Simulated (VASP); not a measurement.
# BaZnPF (P4/nmm) in VASP: single point with r2SCAN

Aim: the single point of BaZnPF with r2SCAN.

Everything below comes from runs of VASP 6.6.1. Logs are shortened: lines on timing, memory, paths and dates and some standing lists are left out, and cuts for length are marked.

## (1) The cell of the first run

It takes space group P4/nmm (No. 129, tetragonal). Conventional cell: a = 4.206 Å, b = 4.206 Å, c = 9.570 Å, α = 90.00°, β = 90.00°, γ = 90.00°. Within 3.5 Å of Ba (site symmetry 4mm) lie 4 F at 2.65 Å and 4 P at 3.45 Å. Zn (site symmetry -4m2) has 4 P at 2.54 Å and 4 Zn at 2.97 Å within 3.4 Å. P (site symmetry 4mm) has 4 Zn at 2.54 Å and 4 Ba at 3.45 Å within 3.5 Å. Within 3.5 Å of F (site symmetry -4m2) lie 4 Ba at 2.65 Å and 4 F at 2.97 Å.

## (2) Single point, r2SCAN

File POSCAR:

```
BaZnPF
1.0
    4.2059274000      0.0000000000      0.0000000000
    0.0000000000      4.2059274000      0.0000000000
    0.0000000000      0.0000000000      9.5702622900
Ba Zn P F
2 2 2 2
Direct
    0.2500000000      0.2500000000      0.3317700000
    0.7500000000      0.7500000000      0.6682300000
    0.2500000000      0.7500000000      0.0000000000
    0.7500000000      0.2500000000      0.0000000000
    0.7500000000      0.7500000000      0.1491000000
    0.2500000000      0.2500000000      0.8509000000
    0.2500000000      0.7500000000      0.5000000000
    0.7500000000      0.2500000000      0.5000000000
```

File INCAR.step1:

```
PREC     = Accurate       # precision mode
ENCUT    = 520            # plane-wave cutoff, eV
ISMEAR   = -1             # smearing method
SIGMA    = 0.0231         # smearing width, eV
LREAL    = F              # projectors in reciprocal space
LASPH    = T              # aspherical terms in the spheres
NELM     = 100            # most SCF steps
NBANDS   = 44             # bands
GGA      = PE             # functional
ALGO     = Normal         # electronic algorithm
EDIFF    = 1E-4           # SCF threshold, eV
LWAVE    = T              # write WAVECAR
LCHARG   = F              # write CHGCAR
```

File INCAR.step2:

```
PREC     = Accurate       # precision mode
ENCUT    = 520            # plane-wave cutoff, eV
EDIFF    = 1E-6           # SCF threshold, eV
ISMEAR   = -1             # smearing method
SIGMA    = 0.0231         # smearing width, eV
LREAL    = F              # projectors in reciprocal space
LASPH    = T              # aspherical terms in the spheres
NELM     = 100            # most SCF steps
ALGO     = Normal         # electronic algorithm
ISIF     = 2              # what is computed and relaxed
LWAVE    = F              # write WAVECAR
LCHARG   = F              # write CHGCAR
METAGGA  = R2SCAN         # meta-GGA
LMIXTAU  = T            
NBANDS   = 44             # bands
ISTART   = 1
```

File KPOINTS:

```
Automatic mesh
0
Gamma
  6 6 3
```

Potentials or basis: VASP PAW PBE potentials, release 64 (Ba_sv, Zn, P, F).

Command:

```
> cat potpaw_PBE.64/Ba_sv/POTCAR potpaw_PBE.64/Zn/POTCAR potpaw_PBE.64/P/POTCAR potpaw_PBE.64/F/POTCAR > POTCAR
> cp INCAR.step1 INCAR
> mpirun -np 1 vasp_std > vasp.out
> cp INCAR.step2 INCAR
> mpirun -np 1 vasp_std > vasp.out
```

OUTCAR:

```text
PREC = Accurate
   ENCUT = 520
   EDIFF = 1E-6
   ISMEAR = -1
   LREAL = F
   LASPH = T
   NELM = 100
   ISIF = 2
   METAGGA = R2SCAN
   ISTART = 1

 ion  position               nearest neighbor table
   1  0.250  0.250  0.332-   7 2.65   8 2.65   7 2.65   8 2.65   5 3.45   5 3.45   5 3.45   5 3.45
                             4 3.81   3 3.81   4 3.81   3 3.81   2 4.38   2 4.38   2 4.38   2 4.38
   2  0.750  0.750  0.668-   7 2.65   8 2.65   8 2.65   7 2.65   6 3.45   6 3.45   6 3.45   6 3.45
                             3 3.81   4 3.81   4 3.81   3 3.81   1 4.38   1 4.38   1 4.38   1 4.38
   3  0.250  0.750  0.000-   5 2.54   6 2.54   6 2.54   5 2.54   4 2.97   4 2.97   4 2.97   4 2.97
                             2 3.81   1 3.81   2 3.81   1 3.81
   4  0.750  0.250  0.000-   5 2.54   6 2.54   5 2.54   6 2.54   3 2.97   3 2.97   3 2.97   3 2.97
                             1 3.81   2 3.81   2 3.81   1 3.81
   5  0.750  0.750  0.149-   3 2.54   4 2.54   4 2.54   3 2.54   1 3.45   1 3.45   1 3.45   1 3.45

   6  0.250  0.250  0.851-   3 2.54   4 2.54   3 2.54   4 2.54   2 3.45   2 3.45   2 3.45   2 3.45

   7  0.250  0.750  0.500-   1 2.65   2 2.65   1 2.65   2 2.65
   8  0.750  0.250  0.500-   1 2.65   2 2.65   2 2.65   1 2.65

  LATTYP: Found a simple tetragonal cell.
 ALAT       =     4.2059274000
 C/A-ratio  =     2.2754226072

  Lattice vectors:

 A1 = (   4.2059274000,   0.0000000000,   0.0000000000)
 A2 = (   0.0000000000,   4.2059274000,   0.0000000000)
 A3 = (   0.0000000000,   0.0000000000,   9.5702622900)

Analysis of symmetry for initial positions (statically):
=====================================================================
 Subroutine PRICEL returns:
 Original cell was already a primitive cell.

 Routine SETGRP: Setting up the symmetry group for a
 simple tetragonal supercell.

 Subroutine GETGRP returns: Found 16 space group operations
 (whereof  4 operations were pure point group operations)
 out of a pool of 16 trial point group operations.

The static configuration has the point symmetry C_2h.
 The point group associated with its full space group is D_4h.

Analysis of symmetry for dynamics (positions and initial velocities):
=====================================================================
 Subroutine PRICEL returns:
 Original cell was already a primitive cell.

 Routine SETGRP: Setting up the symmetry group for a
 simple tetragonal supercell.

 Subroutine GETGRP returns: Found 16 space group operations
 (whereof  4 operations were pure point group operations)
 out of a pool of 16 trial point group operations.

The dynamic configuration has the point symmetry C_2h.
 The point group associated with its full space group is D_4h.

 Subroutine INISYM returns: Found 16 space group operations
 (whereof  4 operations are pure point group operations),
 and found     1 'primitive' translations

----------------------------------------------------------------------------------------

                                     Primitive cell

  volume of cell :     169.2963

  direct lattice vectors                    reciprocal lattice vectors
     4.205927400  0.000000000  0.000000000     0.237759691  0.000000000  0.000000000
     0.000000000  4.205927400  0.000000000     0.000000000  0.237759691  0.000000000
     0.000000000  0.000000000  9.570262290     0.000000000  0.000000000  0.104490344

  length of vectors
     4.205927400  4.205927400  9.570262290     0.237759691  0.237759691  0.104490344

  position of ions in fractional coordinates (direct lattice)
     0.250000000  0.250000000  0.331770000
     0.750000000  0.750000000  0.668230000
     0.250000000  0.750000000  0.000000000
     0.750000000  0.250000000  0.000000000
     0.750000000  0.750000000  0.149100000
     0.250000000  0.250000000  0.850900000
     0.250000000  0.750000000  0.500000000
     0.750000000  0.250000000  0.500000000

  ion indices of the primitive-cell ions
   primitive index   ion index
                 1           1
                 2           2
                 3           3
                 4           4
                 5           5
                 6           6
                 7           7
                 8           8

----------------------------------------------------------------------------------------

 KPOINTS: Automatic mesh

Automatic generation of k-mesh.
 Grid dimensions read from file:
 generate k-points for:    6    6    3

 Generating k-lattice:

  Cartesian coordinates                     Fractional coordinates (reciprocal lattice)
     0.039626615  0.000000000  0.000000000     0.166666667  0.000000000  0.000000000
     0.000000000  0.039626615  0.000000000     0.000000000  0.166666667  0.000000000
     0.000000000  0.000000000  0.034830115     0.000000000  0.000000000  0.333333333

  Length of vectors
     0.039626615  0.039626615  0.034830115

  Shift w.r.t. Gamma in fractional coordinates (k-lattice)
     0.000000000  0.000000000  0.000000000

 Subroutine IBZKPT returns following result:
 ===========================================

 Found     20 irreducible k-points:

 Following reciprocal coordinates:
            Coordinates               Weight
  0.000000  0.000000  0.000000      1.000000
  0.166667  0.000000  0.000000      4.000000
  0.333333  0.000000  0.000000      4.000000
  0.500000  0.000000  0.000000      2.000000
  0.166667  0.166667  0.000000      4.000000
  0.333333  0.166667  0.000000      8.000000
[... 12 lines left out ...]
  0.500000  0.333333  0.333333      8.000000
  0.500000  0.500000  0.333333      2.000000
   k-points           NKPTS =     20   k-points in BZ     NKDIM =     20   number of bands    NBANDS=     44
   number of dos      NEDOS =    301   number of ions     NIONS =      8
   total plane-waves  NPLWV =  73728
   dimension x,y,z NGX =    32 NGY =   32 NGZ =   72
   dimension x,y,z NGXF=    64 NGYF=   64 NGZF=  144
   ions per type =               2   2   2   2
   NGX,Y,Z   is equivalent  to a cutoff of  12.65, 12.65, 12.51 a.u.
   NGXF,Y,Z  is equivalent  to a cutoff of  25.30, 25.30, 25.01 a.u.
 SYSTEM =  unknown system
   PREC   = accura    normal or accurate (medium, high low for compatibility)
   ISTART =      1    job   : 0-new  1-cont  2-samecut
   ICHARG =      0    charge: 1-file 2-atom 10-const
   ISPIN  =      1    spin polarized calculation?
   LNONCOLLINEAR =      F non collinear calculations
   LSORBIT =      F    spin-orbit coupling
   LASPH  =      T    aspherical Exc in radial PAW
   ENCUT  =  520.0 eV  38.22 Ry    6.18 a.u.   7.82  7.82 17.79*2*pi/ulx,y,z
   NELM   =    100;   NELMIN=  2; NELMDL=  0     # of ELM steps
   EDIFF  = 0.1E-05   stopping-criterion for ELM
   LREAL  =      F    real-space projection
   EDIFFG = 0.1E-04   stopping-criterion for IOM
   NSW    =      0    number of steps for IOM
   IBRION =     -1    ionic relax: 0-MD 1-quasi-New 2-CG
   NFREE  =      0    steps in history (QN), initial steepest desc. (CG)
   ISIF   =      2    stress and relaxation
   ISYM   =      2    0-nonsym 1-usesym 2-fastsym
   POTIM  = 0.5000    time-step for ionic-motion
   TEBEG  =    0.0;   TEEND  =   0.0 temperature during run
   PSTRESS=    0.0 pullay stress
   NELECT =      68.0000    total number of electrons
   NUPDOWN=      -1.0000    fix difference up-down
   EMIN   =  10.00;   EMAX   =-10.00  energy-range for DOS
   EFERMI =   0.00;   METHOD = LEGACY
   ISMEAR =    -1;   SIGMA  =   0.02  broadening in eV -4-tet -1-fermi 0-gaus
   EFERMI_NEDOS =   21; number of points for ismear=-14 and -15
   IALGO  =     38    algorithm
   IMIX   =      4    mixing-type and parameters
     AMIX     =   0.40;   BMIX     =  1.00
     AMIX_MAG =   1.60;   BMIX_MAG =  1.00
  volume/ion in A,a.u.               =      21.16       142.81
  Fermi-wavevector in a.u.,A,eV,Ry     =   1.207894  2.282588 19.850994  1.459007
  Thomas-Fermi vector in A             =   2.343518
   LORBIT       =      0    0 simple, 1 ext, 2 COOP (PROOUT), +10 PAW based schemes
   METAGGA = R2SCAN    functional components
   LHFCALC =     F    Hartree Fock is set to
   AEXX    =    0.0000 exact exchange contribution
   IVDW    =     0    specifies the selected vdW correction
   LEPSILON=     F    determine dielectric tensor
   LRPA    =     F    only Hartree local field effects (RPA)
 non-spin polarized calculation
  energy-cutoff  :      520.00
  volume of cell :      169.30
 maximum number of plane-waves:      4584
 NGX is ok and might be reduce to    32
   NGX = 15   NGY = 15   NGZ = 35

 number of electron      68.0000019 magnetization

 Free energy of the ion-electron system (eV)
  ---------------------------------------------------
  ext. energy  EPLUGINS =         0.00000000
  ---------------------------------------------------
  free energy    TOTEN  =      -111.39029665 eV

  energy without entropy =     -111.39029664  energy(sigma->0) =     -111.39029664

 E-fermi :   3.2221     XC(G=0): -10.1203

 val. band max:        2.8301551863   @ k =   0.0000   0.0000   0.0000
 cond. band min:       3.5757121332   @ k =   0.0000   0.0000   0.0000
 fundamental gap:      0.7455569469
 Fermi energy:         3.2221235827

 k-point     1 :       0.0000    0.0000    0.0000
  band No.  band energies     occupation
      1     -25.4788      2.00000
      2     -25.2745      2.00000
      3     -21.9798      2.00000
      4     -21.8969      2.00000
      5     -10.1615      2.00000
      6     -10.1203      2.00000
[... 36 lines left out ...]
     43       8.4464      0.00000
     44       8.5253      0.00000

 k-point     2 :       0.1667    0.0000    0.0000
  band No.  band energies     occupation
      1     -25.4481      2.00000
      2     -25.2696      2.00000
      3     -21.9924      2.00000
      4     -21.9229      2.00000
      5     -10.2699      2.00000
      6     -10.2194      2.00000
[... 36 lines left out ...]
     43       8.1849      0.00000
     44       8.2696      0.00000

 k-point     3 :       0.3333    0.0000    0.0000
  band No.  band energies     occupation
      1     -25.3751      2.00000
      2     -25.2700      2.00000
      3     -22.0159      2.00000
      4     -21.9787      2.00000
      5     -10.3687      2.00000
      6     -10.3509      2.00000
[... 36 lines left out ...]
     43       8.1881      0.00000
     44       8.8698      0.00000

 k-point     4 :       0.5000    0.0000    0.0000
  band No.  band energies     occupation
      1     -25.3040      2.00000
      2     -25.3040      2.00000
      3     -22.0174      2.00000
      4     -22.0174      2.00000
      5     -10.3961      2.00000
      6     -10.3961      2.00000
[... 694 lines left out ...]
     43       8.8648      0.00000
     44       9.0516      0.00000

 k-point    19 :       0.5000    0.3333    0.3333
  band No.  band energies     occupation
      1     -25.2483      2.00000
      2     -25.2483      2.00000
      3     -22.0759      2.00000
      4     -22.0759      2.00000
      5     -10.3785      2.00000
      6     -10.3785      2.00000
[... 36 lines left out ...]
     43       9.5978      0.00000
     44       9.5985      0.00000

 k-point    20 :       0.5000    0.5000    0.3333
  band No.  band energies     occupation
      1     -25.2292      2.00000
      2     -25.2292      2.00000
      3     -22.0960      2.00000
      4     -22.0960      2.00000
      5     -10.3910      2.00000
      6     -10.3910      2.00000
[... 36 lines left out ...]
     43      10.3783      0.00000
     44      10.3801      0.00000

------------------------ aborting loop because EDIFF is reached ----------------------------------------

  FORCE on cell =-STRESS in cart. coord.  units (eV):
  Direction    XX          YY          ZZ          XY          YZ          ZX
  --------------------------------------------------------------------------------------
  -------------------------------------------------------------------------------------
  Total       -2.1985394     -2.1985394     -1.8079114     -0.0000000      0.0000000      0.0000000
  in kB      -20.8064247    -20.8064247    -17.1096191     -0.0000000      0.0000000      0.0000000
  external PRESSURE =     -19.5741562 kB  Pullay stress =       0.0000000 kB

 VOLUME and BASIS-vectors are now :
 -----------------------------------------------------------------------------
  energy-cutoff  :      520.00
  volume of cell :      169.30
      direct lattice vectors                 reciprocal lattice vectors
     4.205927400  0.000000000  0.000000000     0.237759691  0.000000000  0.000000000
     0.000000000  4.205927400  0.000000000     0.000000000  0.237759691  0.000000000
     0.000000000  0.000000000  9.570262290     0.000000000  0.000000000  0.104490344

 POSITION                                       TOTAL-FORCE (eV/Angst)
 -----------------------------------------------------------------------------------
      1.05148      1.05148      3.17513         0.000000     -0.000000      0.037122
      3.15445      3.15445      6.39514         0.000000     -0.000000     -0.037122
      1.05148      3.15445      0.00000         0.000000      0.000000      0.000000
      3.15445      1.05148      0.00000        -0.000000      0.000000      0.000000
      3.15445      3.15445      1.42693         0.000000     -0.000000     -0.370882
      1.05148      1.05148      8.14334        -0.000000      0.000000      0.370882
      1.05148      3.15445      4.78513         0.000000     -0.000000      0.000000
      3.15445      1.05148      4.78513        -0.000000     -0.000000      0.000000
 -----------------------------------------------------------------------------------
    total drift:                                0.000000     -0.000000     -0.000000

  FREE ENERGIE OF THE ION-ELECTRON SYSTEM (eV)
  ---------------------------------------------------
  free  energy   TOTEN  =      -111.3902966467 eV

  energy  without entropy=     -111.3902966431  energy(sigma->0) =     -111.39029664
```

It took 5.4 min on 1 thread of Intel Xeon Platinum 8488C (Sapphire Rapids), shared host; peak memory 0.37 GiB.

What came out:

- Free energy: -111.3903 eV
- Pressure: -2.0 GPa
- Largest force: 0.371 eV/Å
- Band gap on the k mesh: 0.75 eV

Forces on the atoms (eV/Å):
```
Ba   0.000  0.000  0.037
Ba   0.000  0.000 -0.037
Zn   0.000  0.000  0.000
Zn   0.000  0.000  0.000
P    0.000  0.000 -0.371
P    0.000  0.000  0.371
F    0.000  0.000  0.000
F    0.000  0.000  0.000
```

Caveat: the PAW data sets were made with another functional, which shifts forces and pressure a little; spin-orbit coupling is left out, which moves the levels of the heavy elements; an odd mesh through Γ misses points on the zone boundary, where band edges can lie.
